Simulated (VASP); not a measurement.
Wanted: the native input for a VASP 6.6.1 run.

| Property | Result |
| --- | --- |
| Task | relaxation of cell and atoms |
| Functional | PBE |
| Potentials or basis | VASP PAW PBE potentials, release 64 (Ba_sv) |
| Cutoff | 600 eV |
| k mesh | 9 × 9 × 9 |
| Occupations | methfessel-paxton, width 0.05 eV |
| Spin | no spin polarisation |
| Dipole correction | no |
| Further INCAR settings | ALGO = Normal; EDIFF = 1e-06; IBRION = 2; EDIFFG = -0.01; NSW = 60; ISIF = 3 |

The structure of Ba lies in POSCAR:

```
Ba
1.0
    0.0000000000      4.3400000000      4.3400000000
    4.3400000000      0.0000000000      4.3400000000
    4.3400000000      4.3400000000      0.0000000000
Ba
2
Direct
    0.0000000000      0.0000000000      0.0000000000
    0.2500000000      0.2500000000      0.2500000000
```

This isn't the form of Ba at room conditions, which is bcc.

These files were run (other wordings do the same):

INCAR

```
SYSTEM = Ba
PREC = Accurate
ENCUT = 600
EDIFF = 1E-6
ISMEAR = 1
SIGMA = 0.05
LREAL = .FALSE.
LASPH = .TRUE.
NELM = 60
ALGO = Normal
ISIF = 3
LWAVE = .FALSE.
LCHARG = .FALSE.
GGA = PE
IBRION = 2
NSW = 60
EDIFFG = -0.01
```

KPOINTS

```
regular mesh
0
G
  9 9 9
  0 0 0
```

Potentials or basis: VASP PAW PBE potentials, release 64 (Ba_sv).

Command:

```bash
$ cat potpaw_PBE.64/Ba_sv/POTCAR > POTCAR
$ mpirun -np 1 vasp_std > vasp.out
```

It gave:

```json
{"Relaxed volume": "59.29 Å³/atom", "Relaxed cell": "a = 5.515 Å, b = 5.515 Å, c = 5.515 Å, α = 60.00°, β = 60.00°, γ = 60.00°", "Space group after relaxing (to 0.1 Å)": "Fd-3m (No. 227)", "Energy gained by relaxing": "57.5 meV/atom", "Ionic steps": "8", "Pressure after relaxing": "0.0 GPa", "Band gap on the k mesh": "zero (bands 10 and 11 overlap by 0.17 eV)"}
```

Caveat: the volume moved by over 15 % at a fixed basis, so the end points are rough; spin-orbit coupling is left out, which moves the levels of the heavy elements.

Run time: 5.5 min on 1 thread of AMD EPYC 9R45 96-Core Processor (Zen 5), on a shared host, peak memory 0.39 GiB.
